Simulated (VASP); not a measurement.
# Al: single point with PBE+D3(BJ)

Al:

```
Al
1.0
     2.81442    0.00000    0.00000
    -1.40721    2.43736    0.00000
     0.00000    0.00000   10.03950
Al
4
Direct
  0.00000 0.00000 0.00000
  0.33333 0.66667 0.25000
  0.00000 0.00000 0.50000
  0.66667 0.33333 0.75000
```

This isn't the form of Al at room conditions, which is fcc.

```json
{
 "Program": "VASP 6.6.1",
 "Task": "single point",
 "Functional": "PBE",
 "Dispersion": "D3(BJ)",
 "Potentials or basis": "VASP PAW PBE potentials, release 64 (Al)",
 "Cutoff": "520 eV",
 "k mesh": "18 × 18 × 4",
 "Occupations": "gaussian, width 0.15 eV",
 "Spin": "no spin polarisation",
 "Dipole correction": "no",
 "Further INCAR settings": "ALGO = Normal; EDIFF = 1e-06; NBANDS = 14"
}
```

```
Pressure                   : -5.1 GPa
Band gap on the k mesh     : zero (bands 6 and 7 overlap by 4.18 eV)
Dispersion energy per atom : -0.322 eV
```

Stress tensor (GPa, compression positive):
```
-3.34  0.00  0.00
 0.00 -3.34  0.00
 0.00  0.00 -8.75
```

Levels at points of the mesh, in eV from the Fermi level:
| k point | band 3 | band 4 | band 5 | band 6 | band 7 | band 8 | band 9 | band 10 |
| --- | --- | --- | --- | --- | --- | --- | --- | --- |
| (0.00, 0.00, 0.00) | -9.37 | -5.35 | -4.80 | 1.85 | 1.86 | 10.50 | 11.14 | 11.71 |
| (0.50, 0.00, 0.00) | -3.63 | -3.61 | -3.04 | -3.01 | 0.52 | 0.87 | 0.89 | 1.30 |
| (0.00, 0.00, 0.50) | -7.58 | -7.58 | -1.91 | -1.91 | 6.17 | 6.17 | 11.99 | 11.99 |
| (0.50, 0.00, 0.50) | -4.37 | -4.37 | -1.83 | -1.83 | -1.23 | -1.23 | 3.69 | 3.69 |

Wall time 74 s on 1 thread of AMD EPYC 7R13 (shared host), peak memory 0.21 GiB.

Caveat: the cell stands under tension.
